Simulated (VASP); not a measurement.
# TePb (Fm-3m) in VASP: further runs

Runs on TePb. Level: PBE. Tasks: single point.

Program: VASP 6.6.1. These are calculated values, not measurements. Logs are shortened: lines on timing, memory, paths and dates and some standing lists are left out, and cuts for length are marked.

## Step 1: The cell of the first run

It takes space group Fm-3m (No. 225, cubic). The conventional cell has a = 5.993 Å, b = 5.993 Å, c = 5.993 Å, α = 90.00°, β = 90.00°, γ = 90.00°. Within 3.9 Å of Te (site symmetry m-3m) lie 6 Pb at 3.00 Å. Within 3.9 Å of Pb (site symmetry m-3m) lie 6 Te at 3.00 Å.

## Step 2: Single point, PBE

Input file INCAR:

```
PREC = Accurate ; ENCUT = 500
EDIFF = 1E-6 ; ISMEAR = 0
SIGMA = 0.01 ; LREAL = F
LASPH = T ; NELM = 120
ALGO = Normal ; ISIF = 2
LWAVE = F ; LCHARG = F
GGA = PE ; NBANDS = 17
GGA_COMPAT = F
```

Input file KPOINTS:

```
Automatic mesh
0
Gamma
  6 6 6
```

Input file POSCAR:

```
TePb
1.0
    4.2376422474      0.0000000000      0.0000000000
    2.1188211237      3.6699058384      0.0000000000
    2.1188211237      1.2233019461      3.4600204062
Te Pb
1 1
Direct
    0.5000000000      0.5000000000      0.5000000000
    0.0000000000      0.0000000000      0.0000000000
```

Potentials or basis: VASP PAW PBE potentials, release 64 (Te, Pb_d).

Run with:

```console
cat potpaw_PBE.64/Te/POTCAR potpaw_PBE.64/Pb_d/POTCAR > POTCAR
mpirun -np 1 vasp_std > vasp.out
```

OUTCAR:

```text
PREC = Accurate
   ENCUT = 500
   EDIFF = 1E-6
   ISMEAR = 0
   LREAL = F
   LASPH = T
   NELM = 120
   ISIF = 2
   GGA = PE

 ion  position               nearest neighbor table
   1  0.500  0.500  0.500-   2 3.00   2 3.00   2 3.00   2 3.00   2 3.00   2 3.00
   2  0.000  0.000  0.000-   1 3.00   1 3.00   1 3.00   1 3.00   1 3.00   1 3.00

  LATTYP: Found a face centered cubic cell.
 ALAT       =     5.9929311388

  Lattice vectors:

 A1 = (   4.2376422474,   0.0000000000,   0.0000000000)
 A2 = (   2.1188211237,   3.6699058384,   0.0000000000)
 A3 = (   2.1188211237,   1.2233019461,   3.4600204062)

Analysis of symmetry for initial positions (statically):
=====================================================================
 Subroutine PRICEL returns:
 Original cell was already a primitive cell.

 Routine SETGRP: Setting up the symmetry group for a
 face centered cubic supercell.

 Subroutine GETGRP returns: Found 48 space group operations
 (whereof 48 operations were pure point group operations)
 out of a pool of 48 trial point group operations.

The static configuration has the point symmetry O_h .

Analysis of symmetry for dynamics (positions and initial velocities):
=====================================================================
 Subroutine PRICEL returns:
 Original cell was already a primitive cell.

 Routine SETGRP: Setting up the symmetry group for a
 face centered cubic supercell.

 Subroutine GETGRP returns: Found 48 space group operations
 (whereof 48 operations were pure point group operations)
 out of a pool of 48 trial point group operations.

The dynamic configuration has the point symmetry O_h .

 Subroutine INISYM returns: Found 48 space group operations
 (whereof 48 operations are pure point group operations),
 and found     1 'primitive' translations

----------------------------------------------------------------------------------------

                                     Primitive cell

  volume of cell :      53.8094

  direct lattice vectors                    reciprocal lattice vectors
     4.237642247  0.000000000  0.000000000     0.235980279 -0.136243278 -0.096338546
     2.118821124  3.669905838  0.000000000     0.000000000  0.272486555 -0.096338545
     2.118821124  1.223301946  3.460020406     0.000000000  0.000000000  0.289015636

  length of vectors
     4.237642247  4.237642247  4.237642247     0.289015637  0.289015636  0.289015636

  position of ions in fractional coordinates (direct lattice)
     0.500000000  0.500000000  0.500000000
     0.000000000  0.000000000  0.000000000

  ion indices of the primitive-cell ions
   primitive index   ion index
                 1           1
                 2           2

----------------------------------------------------------------------------------------

 KPOINTS: Automatic mesh

Automatic generation of k-mesh.
 Grid dimensions read from file:
 generate k-points for:    6    6    6

 Generating k-lattice:

  Cartesian coordinates                     Fractional coordinates (reciprocal lattice)
     0.039330047 -0.022707213 -0.016056424     0.166666667  0.000000000  0.000000000
     0.000000000  0.045414426 -0.016056424     0.000000000  0.166666667  0.000000000
     0.000000000  0.000000000  0.048169273     0.000000000  0.000000000  0.166666667

  Length of vectors
     0.048169273  0.048169273  0.048169273

  Shift w.r.t. Gamma in fractional coordinates (k-lattice)
     0.000000000  0.000000000  0.000000000

 Subroutine IBZKPT returns following result:
 ===========================================

 Found     16 irreducible k-points:

 Following reciprocal coordinates:
            Coordinates               Weight
  0.000000  0.000000  0.000000      1.000000
  0.166667  0.000000 -0.000000      8.000000
  0.333333  0.000000  0.000000      8.000000
  0.500000  0.000000 -0.000000      4.000000
  0.166667  0.166667  0.000000      6.000000
  0.333333  0.166667  0.000000     24.000000
[... 8 lines left out ...]
 -0.333333  0.333333  0.166667     24.000000
 -0.333333  0.500000  0.166667     12.000000
   k-points           NKPTS =     16   k-points in BZ     NKDIM =     16   number of bands    NBANDS=     17
   number of dos      NEDOS =    301   number of ions     NIONS =      2
   total plane-waves  NPLWV =  32768
   dimension x,y,z NGX =    32 NGY =   32 NGZ =   32
   dimension x,y,z NGXF=    64 NGYF=   64 NGZF=   64
   ions per type =               1   1
   NGX,Y,Z   is equivalent  to a cutoff of  12.55, 12.55, 12.55 a.u.
   NGXF,Y,Z  is equivalent  to a cutoff of  25.11, 25.11, 25.11 a.u.
 SYSTEM =  unknown system
   PREC   = accura    normal or accurate (medium, high low for compatibility)
   ISTART =      0    job   : 0-new  1-cont  2-samecut
   ICHARG =      2    charge: 1-file 2-atom 10-const
   ISPIN  =      1    spin polarized calculation?
   LNONCOLLINEAR =      F non collinear calculations
   LSORBIT =      F    spin-orbit coupling
   LASPH  =      T    aspherical Exc in radial PAW
   ENCUT  =  500.0 eV  36.75 Ry    6.06 a.u.   7.73  7.73  7.73*2*pi/ulx,y,z
   NELM   =    120;   NELMIN=  2; NELMDL= -5     # of ELM steps
   EDIFF  = 0.1E-05   stopping-criterion for ELM
   LREAL  =      F    real-space projection
   EDIFFG = 0.1E-04   stopping-criterion for IOM
   NSW    =      0    number of steps for IOM
   IBRION =     -1    ionic relax: 0-MD 1-quasi-New 2-CG
   NFREE  =      0    steps in history (QN), initial steepest desc. (CG)
   ISIF   =      2    stress and relaxation
   ISYM   =      2    0-nonsym 1-usesym 2-fastsym
   POTIM  = 0.5000    time-step for ionic-motion
   TEBEG  =    0.0;   TEEND  =   0.0 temperature during run
   PSTRESS=    0.0 pullay stress
   NELECT =      20.0000    total number of electrons
   NUPDOWN=      -1.0000    fix difference up-down
   EMIN   =  10.00;   EMAX   =-10.00  energy-range for DOS
   EFERMI =   0.00;   METHOD = LEGACY
   ISMEAR =     0;   SIGMA  =   0.01  broadening in eV -4-tet -1-fermi 0-gaus
   EFERMI_NEDOS =   21; number of points for ismear=-14 and -15
   IALGO  =     38    algorithm
   IMIX   =      4    mixing-type and parameters
     AMIX     =   0.40;   BMIX     =  1.00
     AMIX_MAG =   1.60;   BMIX_MAG =  1.00
  volume/ion in A,a.u.               =      26.90       181.56
  Fermi-wavevector in a.u.,A,eV,Ry     =   1.177061  2.224322 18.850491  1.385472
  Thomas-Fermi vector in A             =   2.313414
   LORBIT       =      0    0 simple, 1 ext, 2 COOP (PROOUT), +10 PAW based schemes
   GGA     = PE    functional components
   LHFCALC =     F    Hartree Fock is set to
   AEXX    =    0.0000 exact exchange contribution
   IVDW    =     0    specifies the selected vdW correction
   LEPSILON=     F    determine dielectric tensor
   LRPA    =     F    only Hartree local field effects (RPA)
 non-spin polarized calculation
 Gauss-broadening in eV      SIGMA  =   0.01
  energy-cutoff  :      500.00
  volume of cell :       53.81
 maximum number of plane-waves:      1380
   NGX = 15   NGY = 15   NGZ = 15

 number of electron      20.0000001 magnetization

 Free energy of the ion-electron system (eV)
  ---------------------------------------------------
  ext. energy  EPLUGINS =         0.00000000
  ---------------------------------------------------
  free energy    TOTEN  =        -6.69870342 eV

  energy without entropy =       -6.69870342  energy(sigma->0) =       -6.69870342

 E-fermi :   9.1032     XC(G=0): -10.3606

 val. band max:        9.0629887989   @ k =   0.5000   0.0000  -0.0000
 cond. band min:       9.1433407236   @ k =   0.5000   0.0000  -0.0000
 fundamental gap:      0.0803519247
 Fermi energy:         9.1032334758

 k-point     1 :       0.0000    0.0000    0.0000
  band No.  band energies     occupation
      1      -8.3845      2.00000
      2      -8.3845      2.00000
      3      -8.3522      2.00000
      4      -8.3522      2.00000
      5      -8.3522      2.00000
      6      -5.2819      2.00000
[... 9 lines left out ...]
     16      14.1224      0.00000
     17      15.2552      0.00000

 k-point     2 :       0.1667    0.0000   -0.0000
  band No.  band energies     occupation
      1      -8.3946      2.00000
      2      -8.3946      2.00000
      3      -8.3520      2.00000
      4      -8.3429      2.00000
      5      -8.3429      2.00000
      6      -4.9626      2.00000
[... 9 lines left out ...]
     16      14.7286      0.00000
     17      17.5389      0.00000

 k-point     3 :       0.3333    0.0000    0.0000
  band No.  band energies     occupation
      1      -8.4175      2.00000
      2      -8.4175      2.00000
      3      -8.3528      2.00000
      4      -8.3214      2.00000
      5      -8.3214      2.00000
      6      -4.0554      2.00000
[... 9 lines left out ...]
     16      16.2758      0.00000
     17      21.1341      0.00000

 k-point     4 :       0.5000    0.0000   -0.0000
  band No.  band energies     occupation
      1      -8.4293      2.00000
      2      -8.4293      2.00000
      3      -8.3537      2.00000
      4      -8.3102      2.00000
      5      -8.3102      2.00000
      6      -3.1644      2.00000
[... 9 lines left out ...]
     16      18.0082      0.00000
     17      18.7812      0.00000

 k-point     5 :       0.1667    0.1667    0.0000
  band No.  band energies     occupation
      1      -8.4206      2.00000
      2      -8.3777      2.00000
      3      -8.3590      2.00000
      4      -8.3375      2.00000
      5      -8.3375      2.00000
      6      -4.8488      2.00000
[... 9 lines left out ...]
     16      15.8284      0.00000
     17      17.2585      0.00000

 k-point     6 :       0.3333    0.1667    0.0000
  band No.  band energies     occupation
      1      -8.4559      2.00000
      2      -8.3873      2.00000
      3      -8.3586      2.00000
      4      -8.3247      2.00000
      5      -8.3172      2.00000
      6      -4.1219      2.00000
[... 9 lines left out ...]
     16      17.2436      0.00000
     17      19.2800      0.00000

 k-point     7 :       0.5000    0.1667   -0.0000
  band No.  band energies     occupation
      1      -8.4658      2.00000
      2      -8.4103      2.00000
      3      -8.3489      2.00000
      4      -8.3192      2.00000
      5      -8.3058      2.00000
      6      -3.0734      2.00000
[... 9 lines left out ...]
     16      18.2028      0.00000
     17      19.1495      0.00000

 k-point     8 :      -0.3333    0.1667   -0.0000
  band No.  band energies     occupation
      1      -8.4422      2.00000
      2      -8.4220      2.00000
      3      -8.3446      2.00000
      4      -8.3203      2.00000
      5      -8.3165      2.00000
      6      -3.4059      2.00000
[... 9 lines left out ...]
     16      17.8656      0.00000
     17      19.7314      0.00000

 k-point     9 :      -0.1667    0.1667   -0.0000
  band No.  band energies     occupation
      1      -8.4139      2.00000
      2      -8.4068      2.00000
      3      -8.3502      2.00000
      4      -8.3353      2.00000
      5      -8.3278      2.00000
      6      -4.4363      2.00000
[... 9 lines left out ...]
     16      17.1122      0.00000
     17      17.7018      0.00000

 k-point    10 :       0.3333    0.3333    0.0000
  band No.  band energies     occupation
      1      -8.5217      2.00000
      2      -8.3727      2.00000
      3      -8.3640      2.00000
      4      -8.3052      2.00000
      5      -8.3052      2.00000
      6      -3.6107      2.00000
[... 9 lines left out ...]
     16      18.5616      0.00000
     17      18.9132      0.00000

 k-point    11 :       0.5000    0.3333   -0.0000
  band No.  band energies     occupation
      1      -8.5433      2.00000
      2      -8.3738      2.00000
      3      -8.3676      2.00000
      4      -8.3010      2.00000
      5      -8.2950      2.00000
      6      -2.7856      2.00000
[... 9 lines left out ...]
     16      18.8482      0.00000
     17      20.1745      0.00000

 k-point    12 :      -0.3333    0.3333   -0.0000
  band No.  band energies     occupation
      1      -8.5035      2.00000
      2      -8.4007      2.00000
      3      -8.3449      2.00000
      4      -8.3186      2.00000
      5      -8.3029      2.00000
      6      -2.5717      2.00000
[... 9 lines left out ...]
     16      17.5648      0.00000
     17      19.6375      0.00000

 k-point    13 :       0.5000    0.5000    0.0000
  band No.  band energies     occupation
      1      -8.5822      2.00000
      2      -8.3796      2.00000
      3      -8.3571      2.00000
      4      -8.2876      2.00000
      5      -8.2876      2.00000
      6      -2.5757      2.00000
[... 9 lines left out ...]
     16      20.0140      0.00000
     17      20.4955      0.00000

 k-point    14 :       0.5000    0.3333    0.1667
  band No.  band energies     occupation
      1      -8.4916      2.00000
      2      -8.3935      2.00000
      3      -8.3545      2.00000
      4      -8.3166      2.00000
      5      -8.3058      2.00000
      6      -3.2791      2.00000
[... 9 lines left out ...]
     16      17.9172      0.00000
     17      18.7351      0.00000

 k-point    15 :      -0.3333    0.3333    0.1667
  band No.  band energies     occupation
      1      -8.5024      2.00000
      2      -8.4028      2.00000
      3      -8.3381      2.00000
      4      -8.3309      2.00000
      5      -8.2965      2.00000
      6      -2.5666      2.00000
[... 9 lines left out ...]
     16      19.2622      0.00000
     17      19.4851      0.00000

 k-point    16 :      -0.3333    0.5000    0.1667
  band No.  band energies     occupation
      1      -8.5432      2.00000
      2      -8.3829      2.00000
      3      -8.3586      2.00000
      4      -8.3126      2.00000
      5      -8.2876      2.00000
      6      -2.3993      2.00000
[... 9 lines left out ...]
     16      20.4521      0.00000
     17      20.4847      0.00000

------------------------ aborting loop because EDIFF is reached ----------------------------------------

  FORCE on cell =-STRESS in cart. coord.  units (eV):
  Direction    XX          YY          ZZ          XY          YZ          ZX
  --------------------------------------------------------------------------------------
  -------------------------------------------------------------------------------------
  Total        6.7026634      6.7026634      6.7026634      0.0000000     -0.0000000      0.0000000
  in kB      199.5722340    199.5722340    199.5722340      0.0000000     -0.0000000      0.0000000
  external PRESSURE =     199.5722340 kB  Pullay stress =       0.0000000 kB

 VOLUME and BASIS-vectors are now :
 -----------------------------------------------------------------------------
  energy-cutoff  :      500.00
  volume of cell :       53.81
      direct lattice vectors                 reciprocal lattice vectors
     4.237642247  0.000000000  0.000000000     0.235980279 -0.136243278 -0.096338546
     2.118821124  3.669905838  0.000000000     0.000000000  0.272486555 -0.096338545
     2.118821124  1.223301946  3.460020406     0.000000000  0.000000000  0.289015636

 POSITION                                       TOTAL-FORCE (eV/Angst)
 -----------------------------------------------------------------------------------
      4.23764      2.44660      1.73001        -0.000000     -0.000000      0.000000
      0.00000      0.00000      0.00000         0.000000      0.000000      0.000000
 -----------------------------------------------------------------------------------
    total drift:                               -0.000000      0.000000      0.000000

  FREE ENERGIE OF THE ION-ELECTRON SYSTEM (eV)
  ---------------------------------------------------
  free  energy   TOTEN  =        -6.6987034190 eV

  energy  without entropy=       -6.6987034190  energy(sigma->0) =       -6.69870342
```

Run time: 8.1 s. Hardware: 1 thread of Intel Xeon 6975P-C (Granite Rapids), shared host; peak memory 0.17 GiB.

What came out:

| Property | Result |
| --- | --- |
| Free energy | -6.6987 eV |
| Pressure | 20.0 GPa |
| Band gap on the k mesh | 0.08 eV |

Caveat: the cell stands under pressure; spin-orbit coupling is left out, which moves the levels of the heavy elements.

## Step 3: Single point, PBE

This run uses another cell than the first one, of 29.79 Å³/atom.

Input file INCAR:

```
SYSTEM = TePb
ALGO     = Normal         ! electronic algorithm
EDIFF    = 1E-6           ! SCF threshold, eV
ENCUT    = 500            ! plane-wave cutoff, eV
GGA      = PE             ! functional
GGA_COMPAT= .False.      
ISIF     = 2              ! what is computed and relaxed
ISMEAR   = 0              ! smearing method
LASPH    = .True.         ! aspherical terms in the spheres
LCHARG   = .False.        ! write CHGCAR
LREAL    = .False.        ! projectors in reciprocal space
LWAVE    = .False.        ! write WAVECAR
NBANDS   = 17             ! bands
NELM     = 120            ! most SCF steps
PREC     = Accurate       ! precision mode
SIGMA    = 0.01           ! smearing width, eV
```

Input file KPOINTS:

```
k-points
0
Gamma
  6 6 6
  0 0 0
```

Input file POSCAR:

```
TePb
1.0
    4.3841409075      0.0000000000      0.0000000000
    2.1920704538      3.7967773997      0.0000000000
    2.1920704538      1.2655924666      3.5796360613
Te Pb
1 1
Direct
    0.5000000000      0.5000000000      0.5000000000
    0.0000000000      0.0000000000      0.0000000000
```

Potentials or basis: VASP PAW PBE potentials, release 64 (Te, Pb_d).

Run with:

```console
cat potpaw_PBE.64/Te/POTCAR potpaw_PBE.64/Pb_d/POTCAR > POTCAR
mpirun -np 1 vasp_std > vasp.out
```

Run time: 8.7 s. Hardware: 1 thread of Intel Xeon 6975P-C (Granite Rapids), shared host; peak memory 0.17 GiB.

The run converged. Its results:

```yaml
Free_energy: -7.2245 eV
Pressure: 9.9 GPa
Band_gap_on_the_k_mesh: 0.42 eV
```

Levels at points of the mesh, in eV from the valence-band top:
| k point | band 7 | band 8 | band 9 | band 10 | band 11 | band 12 | band 13 | band 14 |
| --- | --- | --- | --- | --- | --- | --- | --- | --- |
| (0.00, 0.00, 0.00) | -5.30 | -1.91 | -1.91 | -1.91 | 4.13 | 4.13 | 4.13 | 5.43 |
| (0.50, 0.00, 0.00) | -9.40 | -1.35 | -1.35 | 0.00 | 0.42 | 0.87 | 0.87 | 8.48 |
| (0.50, 0.50, 0.00) | -7.58 | -5.61 | -3.63 | -3.63 | 2.65 | 5.88 | 5.88 | 7.39 |

Caveat: the cell stands under pressure; spin-orbit coupling is left out, which moves the levels of the heavy elements.
